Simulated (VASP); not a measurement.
# SiNi3 (P4mm) in VASP: single point with PBE

Aim: the single point of SiNi3 with PBE.

All numbers are computed with VASP 6.6.1; they aren't measurements. Logs are shortened: lines on timing, memory, paths and dates and some standing lists are left out, and cuts for length are marked.

### 1 The cell of the first run

The structure is tetragonal, space group P4mm (No. 99). The conventional cell has a = 3.506 Å, b = 3.506 Å, c = 10.769 Å, α = 90.00°, β = 90.00°, γ = 90.00°. Within 3.3 Å of Si (site symmetry 4mm) lie 12 Ni at 2.48 Å. Si (site symmetry 4mm) has 12 Ni at 2.48 Å within 3.3 Å. Within 3.3 Å of Si (site symmetry 4mm) lie 12 Ni at 2.48 to 2.66 Å. Ni (site symmetry 4mm) has 4 Si at 2.48 Å and 8 Ni at 2.48 to 2.66 Å within 3.3 Å. Ni (site symmetry 4mm) has 4 Si at 2.48 Å and 8 Ni at 2.48 Å within 3.3 Å. Ni (site symmetry 4mm) has 4 Si at 2.48 Å and 8 Ni at 2.48 Å within 3.3 Å. Within 3.3 Å of Ni (site symmetry 2mm) lie 8 Ni at 2.48 to 2.66 Å and 4 Si at 2.48 to 2.66 Å. Within 3.3 Å of Ni (site symmetry 2mm) lie 8 Ni at 2.48 Å and 4 Si at 2.48 Å.

### 2 Single point, PBE (the distance across one plane changed)

Contents of INCAR:

```
SYSTEM = SiNi3
ALGO = Fast
EDIFF = 1E-7
ENCUT = 520
GGA = PE
ISIF = 2
ISMEAR = 0
LASPH = .TRUE.
LCHARG = .FALSE.
LREAL = .FALSE.
LWAVE = .FALSE.
NBANDS = 63
NELM = 100
PREC = Accurate
SIGMA = 0.15
```

Contents of KPOINTS:

```
k-points
0
G
  13 13 5
  0 0 0
```

Contents of POSCAR:

```
SiNi3
1.0
    0.0000000000     -3.5062596265      0.0000000000
    0.0000000000      0.0000000000     -3.5062596265
   10.7687788796      0.0000000000      0.0000000000
Si Ni
3 9
Direct
    1.0000000000      1.0000000000      0.2441799053
    1.0000000000      1.0000000000      0.5697748187
    1.0000000000      1.0000000000      0.8953697321
    0.5000000000      0.5000000000      0.8953697321
    0.5000000000      0.5000000000      0.2441799053
    0.5000000000      0.5000000000      0.5697748187
    0.0000000000      0.5000000000      0.0813824486
    0.0000000000      0.5000000000      0.4069773620
    0.0000000000      0.5000000000      0.7325722754
    0.5000000000      1.0000000000      0.0813824486
    0.5000000000      1.0000000000      0.4069773620
    0.5000000000      1.0000000000      0.7325722754
```

Potentials or basis: VASP PAW PBE potentials, release 64 (Si, Ni).

Started as:

```sh
> cat potpaw_PBE.64/Si/POTCAR potpaw_PBE.64/Ni/POTCAR > POTCAR
> mpirun -np 1 vasp_std > vasp.out
```

OUTCAR:

```text
SYSTEM = SiNi3
   EDIFF = 1E-7
   ENCUT = 520
   GGA = PE
   ISIF = 2
   ISMEAR = 0
   LASPH = .TRUE.
   LREAL = .FALSE.
   NELM = 100
   PREC = Accurate

 ion  position               nearest neighbor table
   1  0.000  0.000  0.244-   5 2.48   5 2.48   5 2.48   5 2.48  11 2.48   7 2.48   7 2.48   8 2.48
                             8 2.48  10 2.48  11 2.48  10 2.48
   2  0.000  0.000  0.570-   6 2.48   6 2.48   6 2.48   6 2.48   8 2.48  11 2.48  11 2.48   8 2.48
                             9 2.48  12 2.48  12 2.48   9 2.48
   3  0.000  0.000  0.895-   4 2.48   4 2.48   4 2.48   4 2.48   9 2.48  12 2.48  12 2.48   9 2.48
                            10 2.66  10 2.66   7 2.66   7 2.66
   4  0.500  0.500  0.895-   3 2.48   3 2.48   3 2.48   3 2.48  12 2.48  12 2.48   9 2.48   9 2.48
                            10 2.66   7 2.66  10 2.66   7 2.66
   5  0.500  0.500  0.244-   1 2.48   1 2.48   1 2.48   1 2.48  11 2.48   7 2.48  10 2.48  11 2.48
                             8 2.48   7 2.48   8 2.48  10 2.48
   6  0.500  0.500  0.570-   2 2.48   2 2.48   2 2.48   2 2.48  11 2.48  11 2.48   8 2.48   8 2.48
                             9 2.48  12 2.48   9 2.48  12 2.48
   7  0.000  0.500  0.081-  10 2.48  10 2.48  10 2.48  10 2.48   5 2.48   5 2.48   1 2.48   1 2.48
                             4 2.66   3 2.66   3 2.66   4 2.66
   8  0.000  0.500  0.407-  11 2.48  11 2.48  11 2.48  11 2.48   1 2.48   1 2.48   2 2.48   2 2.48
                             5 2.48   6 2.48   5 2.48   6 2.48
   9  0.000  0.500  0.733-  12 2.48  12 2.48  12 2.48  12 2.48   4 2.48   4 2.48   3 2.48   3 2.48
                             2 2.48   6 2.48   6 2.48   2 2.48
  10  0.500  0.000  0.081-   7 2.48   7 2.48   7 2.48   7 2.48   5 2.48   1 2.48   1 2.48   5 2.48
                             4 2.66   3 2.66   3 2.66   4 2.66
  11  0.500  0.000  0.407-   8 2.48   8 2.48   8 2.48   8 2.48   1 2.48   5 2.48   6 2.48   2 2.48
                             1 2.48   2 2.48   5 2.48   6 2.48
  12  0.500  0.000  0.733-   9 2.48   9 2.48   9 2.48   9 2.48   4 2.48   3 2.48   3 2.48   4 2.48
                             2 2.48   6 2.48   6 2.48   2 2.48

  LATTYP: Found a simple tetragonal cell.
 ALAT       =     3.5062596265
 C/A-ratio  =     3.0713010520

  Lattice vectors:

 A1 = (   0.0000000000,  -3.5062596265,   0.0000000000)
 A2 = (   0.0000000000,   0.0000000000,  -3.5062596265)
 A3 = (  10.7687788796,   0.0000000000,   0.0000000000)

Analysis of symmetry for initial positions (statically):
=====================================================================
 Subroutine PRICEL returns:
 Original cell was already a primitive cell.

 Routine SETGRP: Setting up the symmetry group for a
 simple tetragonal supercell.

 Subroutine GETGRP returns: Found  8 space group operations
 (whereof  8 operations were pure point group operations)
 out of a pool of 16 trial point group operations.

The static configuration has the point symmetry C_4v.

Analysis of symmetry for dynamics (positions and initial velocities):
=====================================================================
 Subroutine PRICEL returns:
 Original cell was already a primitive cell.

 Routine SETGRP: Setting up the symmetry group for a
 simple tetragonal supercell.

 Subroutine GETGRP returns: Found  8 space group operations
 (whereof  8 operations were pure point group operations)
 out of a pool of 16 trial point group operations.

The dynamic configuration has the point symmetry C_4v.

 Subroutine INISYM returns: Found  8 space group operations
 (whereof  8 operations are pure point group operations),
 and found     1 'primitive' translations

----------------------------------------------------------------------------------------

                                     Primitive cell

  volume of cell :     132.3898

  direct lattice vectors                    reciprocal lattice vectors
     0.000000000 -3.506259626  0.000000000     0.000000000 -0.285204208  0.000000000
     0.000000000  0.000000000 -3.506259626     0.000000000  0.000000000 -0.285204208
    10.768778880  0.000000000  0.000000000     0.092861039  0.000000000  0.000000000

  length of vectors
     3.506259626  3.506259626 10.768778880     0.285204208  0.285204208  0.092861039

[... 40 lines left out ...]
     0.000000000 -0.021938785  0.000000000     0.076923077  0.000000000  0.000000000
     0.000000000  0.000000000 -0.021938785     0.000000000  0.076923077  0.000000000
     0.018572208  0.000000000  0.000000000     0.000000000  0.000000000  0.200000000

  Length of vectors
     0.021938785  0.021938785  0.018572208

  Shift w.r.t. Gamma in fractional coordinates (k-lattice)
     0.000000000  0.000000000  0.000000000

 Subroutine IBZKPT returns following result:
 ===========================================

 Found     84 irreducible k-points:

 Following reciprocal coordinates:
            Coordinates               Weight
  0.000000  0.000000  0.000000      1.000000
  0.076923  0.000000  0.000000      4.000000
  0.153846  0.000000  0.000000      4.000000
  0.230769  0.000000  0.000000      4.000000
  0.307692  0.000000  0.000000      4.000000
  0.384615  0.000000  0.000000      4.000000
[... 16 lines left out ...]
  0.307692  0.307692  0.000000      4.000000
  0.384615  0.307692  0.000000      8.000000
 [... further k-points ...]
   k-points           NKPTS =     84   k-points in BZ     NKDIM =     84   number of bands    NBANDS=     63
   number of dos      NEDOS =    301   number of ions     NIONS =     12
   total plane-waves  NPLWV =  62720
   dimension x,y,z NGX =    28 NGY =   28 NGZ =   80
   dimension x,y,z NGXF=    56 NGYF=   56 NGZF=  160
   ions per type =               3   9
   NGX,Y,Z   is equivalent  to a cutoff of  13.28, 13.28, 12.35 a.u.
   NGXF,Y,Z  is equivalent  to a cutoff of  26.55, 26.55, 24.70 a.u.
 SYSTEM =  SiNi3
   PREC   = accura    normal or accurate (medium, high low for compatibility)
   ISTART =      0    job   : 0-new  1-cont  2-samecut
   ICHARG =      2    charge: 1-file 2-atom 10-const
   ISPIN  =      1    spin polarized calculation?
   LNONCOLLINEAR =      F non collinear calculations
   LSORBIT =      F    spin-orbit coupling
   LASPH  =      T    aspherical Exc in radial PAW
   ENCUT  =  520.0 eV  38.22 Ry    6.18 a.u.   6.52  6.52 20.02*2*pi/ulx,y,z
   NELM   =    100;   NELMIN=  2; NELMDL= -5     # of ELM steps
   EDIFF  = 0.1E-06   stopping-criterion for ELM
   LREAL  =      F    real-space projection
   EDIFFG = 0.1E-05   stopping-criterion for IOM
   NSW    =      0    number of steps for IOM
   IBRION =     -1    ionic relax: 0-MD 1-quasi-New 2-CG
   NFREE  =      0    steps in history (QN), initial steepest desc. (CG)
   ISIF   =      2    stress and relaxation
   ISYM   =      2    0-nonsym 1-usesym 2-fastsym
   POTIM  = 0.5000    time-step for ionic-motion
   TEBEG  =    0.0;   TEEND  =   0.0 temperature during run
   PSTRESS=    0.0 pullay stress
   NELECT =     102.0000    total number of electrons
   NUPDOWN=      -1.0000    fix difference up-down
   EMIN   =  10.00;   EMAX   =-10.00  energy-range for DOS
   EFERMI =   0.00;   METHOD = LEGACY
   ISMEAR =     0;   SIGMA  =   0.15  broadening in eV -4-tet -1-fermi 0-gaus
   EFERMI_NEDOS =   21; number of points for ismear=-14 and -15
   IALGO  =     68    algorithm
   IMIX   =      4    mixing-type and parameters
     AMIX     =   0.40;   BMIX     =  1.00
     AMIX_MAG =   1.60;   BMIX_MAG =  1.00
  volume/ion in A,a.u.               =      11.03        74.45
  Fermi-wavevector in a.u.,A,eV,Ry     =   1.500802  2.836104 30.645846  2.252406
  Thomas-Fermi vector in A             =   2.612255
   LORBIT       =      0    0 simple, 1 ext, 2 COOP (PROOUT), +10 PAW based schemes
   GGA     = PE    functional components
   LHFCALC =     F    Hartree Fock is set to
   AEXX    =    0.0000 exact exchange contribution
   IVDW    =     0    specifies the selected vdW correction
   LEPSILON=     F    determine dielectric tensor
   LRPA    =     F    only Hartree local field effects (RPA)
 non-spin polarized calculation
 RMM-DIIS sequential band-by-band and
 Gauss-broadening in eV      SIGMA  =   0.15
  energy-cutoff  :      520.00
  volume of cell :      132.39
 maximum number of plane-waves:      3612
 NGX is ok and might be reduce to    28
   NGX = 13   NGY = 13   NGZ = 41

 number of electron     101.9999946 magnetization

 Free energy of the ion-electron system (eV)
  ---------------------------------------------------
  ext. energy  EPLUGINS =         0.00000000
  ---------------------------------------------------
  free energy    TOTEN  =       -70.79677521 eV

  energy without entropy =      -70.73179023  energy(sigma->0) =      -70.76428272

 E-fermi :  10.3271     XC(G=0): -12.9636

 val. band max:       10.3226677432   @ k =   0.0000   0.0000   0.4000
 cond. band min:      10.3280412024   @ k =   0.4615   0.4615   0.0000
 fundamental gap:      0.0053734592
 Fermi energy:        10.3270766790

 k-point     1 :       0.0000    0.0000    0.0000
  band No.  band energies     occupation
      1      -1.4797      2.00000
      2      -0.4125      2.00000
      3      -0.1679      2.00000
      4       3.7639      2.00000
      5       3.9505      2.00000
      6       5.5315      2.00000
[... 1573 lines left out ...]
     62      14.7269      0.00000
     63      15.2191      0.00000

 [... further k-points ...]

------------------------ aborting loop because EDIFF is reached ----------------------------------------

  FORCE on cell =-STRESS in cart. coord.  units (eV):
  Direction    XX          YY          ZZ          XY          YZ          ZX
  --------------------------------------------------------------------------------------
  -------------------------------------------------------------------------------------
  Total       -4.8234062     -2.0569214     -2.0569214      0.0000000      0.0000000      0.0000000
  in kB      -58.3727047    -24.8927964    -24.8927964      0.0000000      0.0000000      0.0000000
  external PRESSURE =     -36.0527658 kB  Pullay stress =       0.0000000 kB

 VOLUME and BASIS-vectors are now :
 -----------------------------------------------------------------------------
  energy-cutoff  :      520.00
  volume of cell :      132.39
      direct lattice vectors                 reciprocal lattice vectors
     0.000000000 -3.506259626  0.000000000     0.000000000 -0.285204208  0.000000000
     0.000000000  0.000000000 -3.506259626     0.000000000  0.000000000 -0.285204208
    10.768778880  0.000000000  0.000000000     0.092861039  0.000000000  0.000000000

 POSITION                                       TOTAL-FORCE (eV/Angst)
 -----------------------------------------------------------------------------------
      2.62952      0.00000      0.00000        -0.239374      0.000000     -0.000000
      6.13578      0.00000      0.00000        -0.045827      0.000000     -0.000000
      9.64204      0.00000      0.00000         0.639585     -0.000000     -0.000000
      9.64204     -1.75313     -1.75313         1.199180      0.000000      0.000000
      2.62952     -1.75313     -1.75313        -0.123217      0.000000     -0.000000
      6.13578     -1.75313     -1.75313         0.033432      0.000000     -0.000000
      0.87639      0.00000     -1.75313        -0.796440      0.000000      0.000000
      4.38265      0.00000     -1.75313         0.002172      0.000000      0.000000
      7.88891      0.00000     -1.75313         0.062377      0.000000      0.000000
      0.87639     -1.75313      0.00000        -0.796440      0.000000     -0.000000
      4.38265     -1.75313      0.00000         0.002172      0.000000     -0.000000
      7.88891     -1.75313      0.00000         0.062377      0.000000     -0.000000
 -----------------------------------------------------------------------------------
    total drift:                               -0.001804     -0.000000     -0.000000

  FREE ENERGIE OF THE ION-ELECTRON SYSTEM (eV)
  ---------------------------------------------------
  free  energy   TOTEN  =       -70.7967752143 eV

  energy  without entropy=      -70.7317902257  energy(sigma->0) =      -70.76428272
```

Run time: 12 min. Hardware: 1 thread of Intel Xeon Platinum 8488C (Sapphire Rapids), shared host; peak memory 0.59 GiB.

Results:

* Free energy: -70.7968 eV
* Pressure: -3.6 GPa
* Largest force: 1.199 eV/Å
* Band gap on the k mesh: zero (bands 51 and 52 overlap by 0.39 eV)

Forces in eV/Å, atoms in the order of the input:
```
Si  -0.239  0.000  0.000
Si  -0.046  0.000  0.000
Si   0.640  0.000  0.000
Ni   1.199  0.000  0.000
Ni  -0.123  0.000  0.000
Ni   0.033  0.000  0.000
Ni  -0.796  0.000  0.000
Ni   0.002  0.000  0.000
Ni   0.062  0.000  0.000
Ni  -0.796  0.000  0.000
Ni   0.002  0.000  0.000
Ni   0.062  0.000  0.000
```

Stress tensor (GPa, compression positive):
```
-5.84  0.00  0.00
 0.00 -2.49  0.00
 0.00  0.00 -2.49
```

Caveat: the cell differs from its parent crystal (the distance across one plane changed); the cell stands under tension; forces of over 1 eV/Å act on the atoms, so gaps and moduli don't describe the material at rest. Spin polarisation is off, so any magnetic state and its effect on volume and gap are missing.
